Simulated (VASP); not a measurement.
A run of VASP 6.6.1 is set up as follows.

INCAR

```
PREC = Accurate
ENCUT = 520
EDIFF = 1E-6
ISMEAR = 0
SIGMA = 0.1
LREAL = F
LASPH = T
NELM = 100
ALGO = Fast
ISIF = 2
LWAVE = F
LCHARG = F
GGA = CA
NBANDS = 19
```

Contents of KPOINTS:

```
Automatic mesh
0
Gamma
  18 18 10
```

POSCAR

```
Ti
1.0
    2.8639388189      0.0000000000      0.0000000000
   -1.4319694095      2.4802437721      0.0000000000
    0.0000000000      0.0000000000      4.5349278418
Ti
2
Direct
    0.3333333333      0.6666666667      0.2500000000
    0.6666666667      0.3333333333      0.7500000000
```

Potentials or basis: VASP PAW LDA potentials, release 64 (Ti_sv).

Command:

```console
$ cat potpaw_LDA.64/Ti_sv/POTCAR > POTCAR
$ mpirun -np 1 vasp_std > vasp.out
```

(1) Predict the pressure.

(2) What does it give for the band gap on the k mesh?

## Answers

(1) -0.4 GPa.

(2) zero (band 12 reaches 9.76 eV, above the bottom of band 13 at 8.62 eV).
